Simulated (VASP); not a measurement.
# As (P6_3/mmc) in VASP: notebook

Runs on As. Level: PBEsol. Tasks: single point, relaxation of cell and atoms.

Everything below comes from runs of VASP 6.6.1. Logs are shortened: lines on timing, memory, paths and dates and some standing lists are left out, and cuts for length are marked.

### 1 The cell of the first run

Symmetry: P6_3/mmc, No. 194, hexagonal system. Conventional cell: a = 3.975 Å, b = 3.975 Å, c = 6.560 Å, α = 90.00°, β = 90.00°, γ = 120.00°. Within 3.2 Å of As (site symmetry 3m) lie 4 As at 2.44 to 2.45 Å.

### 2 Single point, PBEsol

INCAR

```
ALGO     = Normal         # electronic algorithm
EDIFF    = 1E-6           # SCF threshold, eV
ENCUT    = 520            # plane-wave cutoff, eV
GGA      = PS             # functional
ISIF     = 2              # what is computed and relaxed
ISMEAR   = 0              # smearing method
LASPH    = True           # aspherical terms in the spheres
LCHARG   = False          # write CHGCAR
LREAL    = False          # projectors in reciprocal space
LWAVE    = False          # write WAVECAR
NBANDS   = 18             # bands
NELM     = 60             # most SCF steps
PREC     = Accurate       # precision mode
SIGMA    = 0.1            # smearing width, eV
```

KPOINTS

```
k-points
0
Gamma
  6 6 4
```

POSCAR

```
As
1.0
    3.9749003747      0.0000000000      0.0000000000
   -1.9874501874      3.4423647020      0.0000000000
    0.0000000000      0.0000000000      6.5599462376
As
4
Direct
    0.6666666667      0.3333333333      0.0629118567
    0.3333333333      0.6666666667      0.5629118567
    0.6666666667      0.3333333333      0.4370881433
    0.3333333333      0.6666666667      0.9370881433
```

Potentials or basis: VASP PAW PBE potentials, release 64 (As).

Command:

```sh
$ cat potpaw_PBE.64/As/POTCAR > POTCAR
$ mpirun -np 1 vasp_std > vasp.out
```

OUTCAR:

```text
EDIFF = 1E-6
   ENCUT = 520
   GGA = PS
   ISIF = 2
   ISMEAR = 0
   LASPH = True
   LREAL = False
   NELM = 60
   PREC = Accurate

 ion  position               nearest neighbor table
   1  0.667  0.333  0.063-   4 2.44   4 2.44   4 2.44   3 2.45
   2  0.333  0.667  0.563-   3 2.44   3 2.44   3 2.44   4 2.45
   3  0.667  0.333  0.437-   2 2.44   2 2.44   2 2.44   1 2.45
   4  0.333  0.667  0.937-   1 2.44   1 2.44   1 2.44   2 2.45

  LATTYP: Found a hexagonal cell.
 ALAT       =     3.9749003747
 C/A-ratio  =     1.6503423028

  Lattice vectors:

 A1 = (   3.9749003747,   0.0000000000,   0.0000000000)
 A2 = (  -1.9874501874,   3.4423647020,   0.0000000000)
 A3 = (   0.0000000000,   0.0000000000,   6.5599462376)

Analysis of symmetry for initial positions (statically):
=====================================================================
 Subroutine PRICEL returns:
 Original cell was already a primitive cell.

 Routine SETGRP: Setting up the symmetry group for a
 hexagonal supercell.

 Subroutine GETGRP returns: Found 24 space group operations
 (whereof 12 operations were pure point group operations)
 out of a pool of 24 trial point group operations.

The static configuration has the point symmetry D_3d.
 The point group associated with its full space group is D_6h.

Analysis of symmetry for dynamics (positions and initial velocities):
=====================================================================
 Subroutine PRICEL returns:
 Original cell was already a primitive cell.

 Routine SETGRP: Setting up the symmetry group for a
 hexagonal supercell.

 Subroutine GETGRP returns: Found 24 space group operations
 (whereof 12 operations were pure point group operations)
 out of a pool of 24 trial point group operations.

The dynamic configuration has the point symmetry D_3d.
 The point group associated with its full space group is D_6h.

 Subroutine INISYM returns: Found 24 space group operations
 (whereof 12 operations are pure point group operations),
 and found     1 'primitive' translations

----------------------------------------------------------------------------------------

                                     Primitive cell

  volume of cell :      89.7601

  direct lattice vectors                    reciprocal lattice vectors
     3.974900375  0.000000000  0.000000000     0.251578632  0.145248991  0.000000000
    -1.987450187  3.442364702  0.000000000     0.000000000  0.290497982  0.000000000
     0.000000000  0.000000000  6.559946238     0.000000000  0.000000000  0.152440274

  length of vectors
     3.974900375  3.974900375  6.559946238     0.290497982  0.290497982  0.152440274

  position of ions in fractional coordinates (direct lattice)
     0.666666667  0.333333333  0.062911857
     0.333333333  0.666666667  0.562911857
     0.666666667  0.333333333  0.437088143
     0.333333333  0.666666667  0.937088143

  ion indices of the primitive-cell ions
   primitive index   ion index
                 1           1
                 2           2
                 3           3
                 4           4

----------------------------------------------------------------------------------------

 KPOINTS: k-points

Automatic generation of k-mesh.
 Grid dimensions read from file:
 generate k-points for:    6    6    4

 Generating k-lattice:

  Cartesian coordinates                     Fractional coordinates (reciprocal lattice)
     0.041929772  0.024208165  0.000000000     0.166666667 -0.000000000  0.000000000
     0.000000000  0.048416330  0.000000000     0.000000000  0.166666667  0.000000000
     0.000000000  0.000000000  0.038110068     0.000000000  0.000000000  0.250000000

  Length of vectors
     0.048416330  0.048416330  0.038110068

  Shift w.r.t. Gamma in fractional coordinates (k-lattice)
     0.000000000  0.000000000  0.000000000

 Subroutine IBZKPT returns following result:
 ===========================================

 Found     21 irreducible k-points:

 Following reciprocal coordinates:
            Coordinates               Weight
  0.000000  0.000000  0.000000      1.000000
  0.166667  0.000000  0.000000      6.000000
  0.333333  0.000000  0.000000      6.000000
  0.500000  0.000000  0.000000      3.000000
  0.166667  0.166667  0.000000      6.000000
  0.333333  0.166667  0.000000     12.000000
[... 13 lines left out ...]
  0.333333  0.166667  0.500000     12.000000
  0.333333  0.333333  0.500000      2.000000
   k-points           NKPTS =     21   k-points in BZ     NKDIM =     21   number of bands    NBANDS=     18
   number of dos      NEDOS =    301   number of ions     NIONS =      4
   total plane-waves  NPLWV =  45000
   dimension x,y,z NGX =    30 NGY =   30 NGZ =   50
   dimension x,y,z NGXF=    60 NGYF=   60 NGZF=  100
   ions per type =               4
   NGX,Y,Z   is equivalent  to a cutoff of  12.55, 12.55, 12.67 a.u.
   NGXF,Y,Z  is equivalent  to a cutoff of  25.09, 25.09, 25.34 a.u.
 SYSTEM =  unknown system
   PREC   = accura    normal or accurate (medium, high low for compatibility)
   ISTART =      0    job   : 0-new  1-cont  2-samecut
   ICHARG =      2    charge: 1-file 2-atom 10-const
   ISPIN  =      1    spin polarized calculation?
   LNONCOLLINEAR =      F non collinear calculations
   LSORBIT =      F    spin-orbit coupling
   LASPH  =      T    aspherical Exc in radial PAW
   ENCUT  =  520.0 eV  38.22 Ry    6.18 a.u.   7.39  7.39 12.20*2*pi/ulx,y,z
   NELM   =     60;   NELMIN=  2; NELMDL= -5     # of ELM steps
   EDIFF  = 0.1E-05   stopping-criterion for ELM
   LREAL  =      F    real-space projection
   EDIFFG = 0.1E-04   stopping-criterion for IOM
   NSW    =      0    number of steps for IOM
   IBRION =     -1    ionic relax: 0-MD 1-quasi-New 2-CG
   NFREE  =      0    steps in history (QN), initial steepest desc. (CG)
   ISIF   =      2    stress and relaxation
   ISYM   =      2    0-nonsym 1-usesym 2-fastsym
   POTIM  = 0.5000    time-step for ionic-motion
   TEBEG  =    0.0;   TEEND  =   0.0 temperature during run
   PSTRESS=    0.0 pullay stress
   NELECT =      20.0000    total number of electrons
   NUPDOWN=      -1.0000    fix difference up-down
   EMIN   =  10.00;   EMAX   =-10.00  energy-range for DOS
   EFERMI =   0.00;   METHOD = LEGACY
   ISMEAR =     0;   SIGMA  =   0.10  broadening in eV -4-tet -1-fermi 0-gaus
   EFERMI_NEDOS =   21; number of points for ismear=-14 and -15
   IALGO  =     38    algorithm
   IMIX   =      4    mixing-type and parameters
     AMIX     =   0.40;   BMIX     =  1.00
     AMIX_MAG =   1.60;   BMIX_MAG =  1.00
  volume/ion in A,a.u.               =      22.44       151.43
  Fermi-wavevector in a.u.,A,eV,Ry     =   0.992484  1.875524 13.402083  0.985025
  Thomas-Fermi vector in A             =   2.124299
   LORBIT       =      0    0 simple, 1 ext, 2 COOP (PROOUT), +10 PAW based schemes
   GGA     = PS    functional components
   LHFCALC =     F    Hartree Fock is set to
   AEXX    =    0.0000 exact exchange contribution
   IVDW    =     0    specifies the selected vdW correction
   LEPSILON=     F    determine dielectric tensor
   LRPA    =     F    only Hartree local field effects (RPA)
 non-spin polarized calculation
 Gauss-broadening in eV      SIGMA  =   0.10
  energy-cutoff  :      520.00
  volume of cell :       89.76
 maximum number of plane-waves:      2472
 NGX is ok and might be reduce to    30
   NGX = 15   NGY = 15   NGZ = 25

 number of electron      20.0000000 magnetization

 Free energy of the ion-electron system (eV)
  ---------------------------------------------------
  ext. energy  EPLUGINS =         0.00000000
  ---------------------------------------------------
  free energy    TOTEN  =       -18.31814401 eV

  energy without entropy =      -18.31547718  energy(sigma->0) =      -18.31681059

 E-fermi :   5.3620     XC(G=0):  -9.7446

 val. band max:        5.3416963927   @ k =   0.0000   0.0000   0.0000
 cond. band min:       5.4330745805   @ k =   0.5000   0.0000   0.5000
 fundamental gap:      0.0913781878
 Fermi energy:         5.3619805468

 k-point     1 :       0.0000    0.0000    0.0000
  band No.  band energies     occupation
      1     -10.4750      2.00000
      2      -8.6930      2.00000
      3      -5.2092      2.00000
      4       0.6184      2.00000
      5       1.2189      2.00000
      6       1.2189      2.00000
[... 10 lines left out ...]
     17      11.1874      0.00000
     18      11.1874      0.00000

 k-point     2 :       0.1667    0.0000    0.0000
  band No.  band energies     occupation
      1     -10.1978      2.00000
      2      -8.3982      2.00000
      3      -5.3695      2.00000
      4      -1.1389      2.00000
      5      -0.5592      2.00000
      6       0.7692      2.00000
[... 10 lines left out ...]
     17      10.9764      0.00000
     18      10.9807      0.00000

 k-point     3 :       0.3333    0.0000    0.0000
  band No.  band energies     occupation
      1      -9.4258      2.00000
      2      -7.5652      2.00000
      3      -6.1720      2.00000
      4      -3.4354      2.00000
      5      -1.4773      2.00000
      6       0.1209      2.00000
[... 10 lines left out ...]
     17      10.7694      0.00000
     18      10.8266      0.00000

 k-point     4 :       0.5000    0.0000    0.0000
  band No.  band energies     occupation
      1      -8.7053      2.00000
      2      -7.0363      2.00000
      3      -6.7638      2.00000
      4      -4.7607      2.00000
      5      -1.4127      2.00000
      6      -0.1363      2.00000
[... 312 lines left out ...]
      4      -4.2457      2.00000
      5       0.2256      2.00000
      6       0.2256      2.00000
[... 10 lines left out ...]
     17      12.2483      0.00000
     18      12.2483      0.00000

 k-point    20 :       0.3333    0.1667    0.5000
  band No.  band energies     occupation
      1      -8.1752      2.00000
      2      -8.1752      2.00000
      3      -5.5618      2.00000
      4      -5.5618      2.00000
      5      -0.4571      2.00000
      6      -0.4571      2.00000
[... 10 lines left out ...]
     17      12.5792      0.00000
     18      12.5792      0.00000

 k-point    21 :       0.3333    0.3333    0.5000
  band No.  band energies     occupation
      1      -7.6962      2.00000
      2      -7.6962      2.00000
      3      -6.1027      2.00000
      4      -6.1027      2.00000
      5      -1.0734      2.00000
      6      -1.0734      2.00000
[... 10 lines left out ...]
     17      10.9700      0.00000
     18      10.9700      0.00000

------------------------ aborting loop because EDIFF is reached ----------------------------------------

  FORCE on cell =-STRESS in cart. coord.  units (eV):
  Direction    XX          YY          ZZ          XY          YZ          ZX
  --------------------------------------------------------------------------------------
  -------------------------------------------------------------------------------------
  Total        9.7573306      9.7573306      8.3223550     -0.0000000      0.0000000      0.0000000
  in kB      174.1639215    174.1639215    148.5502592     -0.0000000      0.0000000      0.0000000
  external PRESSURE =     165.6260341 kB  Pullay stress =       0.0000000 kB

 VOLUME and BASIS-vectors are now :
 -----------------------------------------------------------------------------
  energy-cutoff  :      520.00
  volume of cell :       89.76
      direct lattice vectors                 reciprocal lattice vectors
     3.974900375  0.000000000  0.000000000     0.251578632  0.145248991  0.000000000
    -1.987450187  3.442364702  0.000000000     0.000000000  0.290497982  0.000000000
     0.000000000  0.000000000  6.559946238     0.000000000  0.000000000  0.152440274

 POSITION                                       TOTAL-FORCE (eV/Angst)
 -----------------------------------------------------------------------------------
      1.98745      1.14745      0.41270         0.000000     -0.000000      0.331839
     -0.00000      2.29491      3.69267        -0.000000      0.000000      0.331839
      1.98745      1.14745      2.86727         0.000000     -0.000000     -0.331839
     -0.00000      2.29491      6.14725        -0.000000      0.000000     -0.331839
 -----------------------------------------------------------------------------------
    total drift:                                0.000000     -0.000000      0.000000

  FREE ENERGIE OF THE ION-ELECTRON SYSTEM (eV)
  ---------------------------------------------------
  free  energy   TOTEN  =       -18.3181440068 eV

  energy  without entropy=      -18.3154771751  energy(sigma->0) =      -18.31681059
```

Wall time 23 s (1 thread of Intel Xeon 6975P-C, shared host); peak memory 0.2 GiB.

Results:

```
Free energy            : -18.3181 eV
Pressure               : 16.6 GPa
Largest force          : 0.332 eV/Å
Band gap on the k mesh : zero (band 10 reaches 6.66 eV, above the bottom of band 11 at 5.34 eV)
```

Forces on the atoms (eV/Å):
```
As   0.000  0.000  0.332
As   0.000  0.000  0.332
As   0.000  0.000 -0.332
As   0.000  0.000 -0.332
```

Stress tensor (GPa, compression positive):
```
17.42  0.00  0.00
 0.00 17.42  0.00
 0.00  0.00 14.86
```

Levels at points of the mesh, in eV from the Fermi level:
| k point | band 7 | band 8 | band 9 | band 10 | band 11 | band 12 | band 13 | band 14 |
| --- | --- | --- | --- | --- | --- | --- | --- | --- |
| (0.00, 0.00, 0.00) | -3.20 | -2.97 | -2.79 | -2.79 | -0.02 | -0.02 | 0.29 | 2.10 |
| (0.50, 0.00, 0.00) | -5.12 | -4.12 | -1.70 | -1.37 | 1.50 | 1.53 | 1.82 | 2.50 |
| (0.00, 0.00, 0.50) | -3.60 | -3.60 | -2.51 | -2.51 | 1.03 | 1.03 | 1.03 | 1.03 |
| (0.50, 0.00, 0.50) | -4.92 | -4.92 | -2.11 | -2.11 | 0.07 | 0.07 | 3.60 | 3.60 |

Caveat: the PAW data sets were made with another functional, which shifts forces and pressure a little.

### 3 Single point, PBEsol

This run uses another cell than the first one, of 25.18 Å³/atom, 1.122 times its volume.

INCAR

```
SYSTEM = As
PREC = Accurate ; ENCUT = 520
EDIFF = 1E-6 ; ISMEAR = 0
SIGMA = 0.1 ; LREAL = .FALSE.
LASPH = .TRUE. ; NELM = 60
ALGO = Normal ; ISIF = 2
LWAVE = .FALSE. ; LCHARG = .FALSE.
GGA = PS ; NBANDS = 18
```

KPOINTS

```
Automatic mesh
0
G
  6 6 4
  0 0 0
```

POSCAR

```
As
1.0
    4.5506510510      0.0000000000      0.0000000000
   -2.2753255256      3.9409794139      0.0000000000
    0.0000000000      0.0000000000      5.6169055465
As
4
Direct
    0.6666666667      0.3333333333      0.0299206368
    0.3333333333      0.6666666667      0.5299206368
    0.6666666667      0.3333333333      0.4700793632
    0.3333333333      0.6666666667      0.9700793632
```

Potentials or basis: VASP PAW PBE potentials, release 64 (As).

Command:

```sh
$ cat potpaw_PBE.64/As/POTCAR > POTCAR
$ mpirun -np 1 vasp_std > vasp.out
```

It took 23 s on 1 thread of Intel Xeon 6975P-C, shared host; peak memory 0.22 GiB.

It converged, with:

```
Free energy            : -19.6287 eV
Pressure               : 0.4 GPa
Largest force          : 0.042 eV/Å
Band gap on the k mesh : zero (band 10 reaches 4.34 eV, above the bottom of band 11 at 3.64 eV)
```

Forces on the atoms (eV/Å):
```
As   0.000  0.000 -0.042
As   0.000  0.000 -0.042
As   0.000  0.000  0.042
As   0.000  0.000  0.042
```

Stress tensor (GPa, compression positive):
```
0.30 0.00 0.00
0.00 0.30 0.00
0.00 0.00 0.46
```

Levels at points of the mesh, in eV from the Fermi level:
```tsv
k point	band 6	band 7	band 8	band 9	band 10	band 11	band 12	band 13	band 14	band 15
(0.00, 0.00, 0.00)	-4.41	-4.41	-2.35	-2.11	-2.11	-0.31	-0.31	2.47	2.47	3.73
(0.50, 0.00, 0.00)	-5.28	-4.29	-2.96	-2.91	-0.52	2.02	2.20	4.50	4.50	4.79
(0.00, 0.00, 0.50)	-3.51	-3.51	-3.51	-2.41	-2.41	0.86	0.86	0.86	0.86	2.51
(0.50, 0.00, 0.50)	-4.35	-2.86	-2.86	-1.45	-1.45	0.68	0.68	3.31	3.31	3.96
```

Caveat: the PAW data sets were made with another functional, which shifts forces and pressure a little.

### 4 Relaxation of cell and atoms, PBEsol

INCAR

```
SYSTEM = As
PREC     = Accurate       ! precision mode
ENCUT    = 600            ! plane-wave cutoff, eV
EDIFF    = 1E-6           ! SCF threshold, eV
ISMEAR   = 0              ! smearing method
SIGMA    = 0.1            ! smearing width, eV
LREAL    = .False.        ! projectors in reciprocal space
LASPH    = .True.         ! aspherical terms in the spheres
NELM     = 100            ! most SCF steps
ALGO     = Normal         ! electronic algorithm
ISIF     = 3              ! what is computed and relaxed
LWAVE    = .False.        ! write WAVECAR
LCHARG   = .False.        ! write CHGCAR
GGA      = PS             ! functional
IBRION   = 2              ! ionic algorithm
NSW      = 80             ! ionic steps
EDIFFG   = -0.05          ! ionic threshold
```

KPOINTS

```
Automatic mesh
0
Gamma
  6 6 4
  0 0 0
```

POSCAR

```
As
1.0
    3.9749003747      0.0000000000      0.0000000000
   -1.9874501874      3.4423647020      0.0000000000
    0.0000000000      0.0000000000      6.5599462376
As
4
Direct
    0.6666666667      0.3333333333      0.0629118567
    0.3333333333      0.6666666667      0.5629118567
    0.6666666667      0.3333333333      0.4370881433
    0.3333333333      0.6666666667      0.9370881433
```

Command:

```sh
$ cat potpaw_PBE.64/As/POTCAR > POTCAR
$ mpirun -np 1 vasp_std > vasp.out
```

Run time: 5.6 min. Hardware: 1 thread of Intel Xeon 6975P-C, shared host; peak memory 0.25 GiB.

It converged, with:

```
Free energy                            : -19.6279 eV
Relaxed volume                         : 25.34 Å³/atom
Relaxed cell                           : a = 4.551 Å, b = 4.551 Å, c = 5.651 Å, α = 90.00°, β = 90.00°, γ = 120.00°
Space group after relaxing (to 0.05 Å) : P6_3/mmc (No. 194)
Energy gained by relaxing              : 327.4 meV/atom
Ionic steps                            : 22
Pressure after relaxing                : 0.1 GPa
Largest force after relaxing           : 0.033 eV/Å
Band gap on the k mesh                 : zero (band 10 reaches 4.26 eV, above the bottom of band 11 at 3.60 eV)
```

Forces in eV/Å, atoms in the order of the input:
```
As   0.000  0.000 -0.033
As   0.000  0.000 -0.033
As   0.000  0.000  0.033
As   0.000  0.000  0.033
```

Stress tensor (GPa, compression positive):
```
 0.27  0.00  0.00
 0.00  0.27  0.00
 0.00  0.00 -0.22
```

The path:
```csv
step,energy change (eV),largest force (eV/Å),pressure (GPa),volume (Å³)
1,0.0000,0.3318,16.56,89.76
2,-0.6873,0.0281,-5.04,123.38
3,-0.9112,0.0199,-0.04,110.21
4,-0.9110,0.0171,-0.26,110.65
5,-0.9258,0.1204,-0.18,110.64
6,-0.9392,0.4018,0.04,110.57
7,-0.9491,0.4167,0.03,110.60
8,-0.9797,0.4700,-0.02,110.65
9,-1.0424,0.5667,-0.39,110.59
10,-1.1209,0.8600,-1.22,109.79
11,-1.1298,0.8443,-1.28,109.68
12,-1.1492,0.7867,-1.49,109.31
13,-1.1410,0.6367,-1.83,108.50
14,-1.1531,0.7436,-1.62,109.01
15,-1.1790,0.6444,-1.67,108.58
16,-1.2400,0.3714,-1.74,107.28
17,-1.2921,0.0642,-1.55,104.72
18,-1.2926,0.0992,-1.51,104.47
19,-1.3024,0.0557,-0.91,103.28
20,-1.3087,0.0080,-0.03,101.60
21,-1.3088,0.0194,0.14,101.31
22,-1.3096,0.0328,0.11,101.37
```

Final structure:
```yaml
crystal:
  lattice:
    - [4.55105, 0.00000, 0.00000]
    - [-2.27553, 3.94133, 0.00000]
    - [0.00000, 0.00000, 5.65150]
  atoms:
    - { symbol: As, position: [0.66667, 0.33333, 0.03104] }
    - { symbol: As, position: [0.33333, 0.66667, 0.53104] }
    - { symbol: As, position: [0.66667, 0.33333, 0.46896] }
    - { symbol: As, position: [0.33333, 0.66667, 0.96896] }
```

Levels at points of the mesh, in eV from the Fermi level:
| k point | band 8 | band 9 | band 10 | band 11 | band 12 | band 13 |
| --- | --- | --- | --- | --- | --- | --- |
| (0.00, 0.00, 0.00) | -2.35 | -2.14 | -2.14 | -0.32 | -0.32 | 2.42 |
| (0.50, 0.00, 0.00) | -2.95 | -2.93 | -0.58 | 2.01 | 2.14 | 4.43 |
| (0.00, 0.00, 0.50) | -3.52 | -2.46 | -2.46 | 0.84 | 0.84 | 0.84 |
| (0.50, 0.00, 0.50) | -2.92 | -1.50 | -1.50 | 0.64 | 0.64 | 3.30 |

Caveat: the PAW data sets were made with another functional, which shifts forces and pressure a little; the relaxation stopped at a loose force limit of 0.05 eV/Å, so its end isn't a converged minimum.

[end of part 1 of 2]
